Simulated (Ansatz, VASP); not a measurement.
**Two plane-wave programs on Sn**

Contents of INCAR:

```
PREC = Accurate
ENCUT = 520
EDIFF = 1E-7
ISMEAR = 0
SIGMA = 0.15
LREAL = False
LASPH = True
NELM = 100
ALGO = Fast
ISIF = 2
LWAVE = False
LCHARG = True
GGA = PS
LVHAR = True
NBANDS = 36
KPAR = 4
```

KPOINTS

```
regular mesh
0
Gamma
  16 16 4
```

File POSCAR:

```
Sn
1.0
   -1.7265390000      1.7755470000     -2.3383420000
   -1.7265390000     -1.7755470000      2.3383420000
   -0.5755130000     10.0614330000      5.4561313333
Sn
4
Direct
    0.0000000000     -0.2916666667      0.8750000000
    0.2500000000      0.7083333333      0.1250000000
    0.5000000000      0.3750000000      0.3750000000
    0.7500000000      0.0416666667      0.6250000000
```

Input for Ansatz:

```yaml
crystal:
  lattice:
    - [-1.726539, 1.775547, -2.338342]
    - [-1.726539, -1.775547, 2.338342]
    - [-0.575513, 10.061433, 5.4561313333]
  atoms:
    - { symbol: Sn, position: [0.0, -0.2916666667, 0.875] }
    - { symbol: Sn, position: [0.25, 0.7083333333, 0.125] }
    - { symbol: Sn, position: [0.5, 0.375, 0.375] }
    - { symbol: Sn, position: [0.75, 0.0416666667, 0.625] }
basis:
  ecutwfc: 420
kpoints:
  mp_grid: { grid: [16, 16, 4] }
hamiltonian:
  xc: pbesol
scf:
  occupations: { method: gaussian, width: 0.15 }
output:
  forces: true
  stress: true
  eigenvalues: true
```

Alike in both runs: task single point; functional PBEsol; k mesh 16 × 16 × 4; occupations gaussian, width 0.15 eV; no spin polarisation.

|  | VASP | Ansatz |
| --- | --- | --- |
| version | VASP 6.6.1 | Ansatz 0.2.0 |
| potentials or method | VASP PAW PBE potentials, release 64 (Sn_d), cutoff 520 eV | scalar-relativistic, plane waves, PAW |
| valence electrons in the cell | 56 | 56 |

```csv
,VASP,Ansatz,Ansatz less VASP
gap on the k mesh at the Fermi level (eV),none,none,-
pressure (GPa),-3.6,-3.5,+0.06
"traceless stress, the component that is largest in VASP (GPa)",0.43,0.42,-0.002
rms of the force components (eV/Å),0.078,0.078,-0.0003
```

VASP's potentials were made for PBE, not for PBEsol. Atom by atom the forces differ by 0.000 eV/Å (rms over components). A gap of «none» marks a metal or a gap that the smearing closes.
